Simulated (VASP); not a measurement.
## FeAu: single point with LDA

FeAu:

```
Au Fe
1.0
     1.36830    0.78999    4.34410
    -1.36830    0.78999    4.34410
     0.00000   -1.57998    4.34410
Au Fe
1 1
Direct
  0.00000 0.00000 0.00000
  0.50000 0.50000 0.50000
```

```yaml
Program: VASP 6.6.1
Task: single point
Functional: LDA
Potentials_or_basis: VASP PAW LDA potentials, release 64 (Au, Fe)
Cutoff: 600 eV
k_mesh: 11 × 11 × 11
Occupations: fermi-dirac, width 0.05 eV
Spin: collinear spin, ferromagnetic start
Starting_moments: "[0.0, 3.0] μB"
Dipole_correction: no
Further_INCAR_settings: ALGO = Normal; EDIFF = 1e-06; NBANDS = 20
```

```json
{"Pressure": "0.0 GPa", "Net moment": "2.75 μB per cell", "Site moments": "Au +0.07; Fe +2.66 μB", "Valence electrons inside the program's atomic spheres": "Au 9.87; Fe 7.01"}
```

Levels at points of the mesh, in eV from the Fermi level:
Spin up:
```csv
k point,band 7,band 8,band 9,band 10,band 11,band 12,band 13,band 14,band 15,band 16
"(0.00, 0.00, 0.00)",-3.09,-1.91,-1.91,-1.14,-1.14,-0.87,4.94,14.85,17.44,18.79
```
Spin down:
| k point | band 6 | band 7 | band 8 | band 9 | band 10 | band 11 |
| --- | --- | --- | --- | --- | --- | --- |
| (0.00, 0.00, 0.00) | -3.56 | -1.38 | -0.66 | 0.26 | 0.26 | 1.20 |

Run time: 7.9 min on 1 thread of Oxide Virtual Turin-like Processor (shared host), peak memory 0.31 GiB.

Caveat: spin-orbit coupling is left out, which moves the levels of the heavy elements.
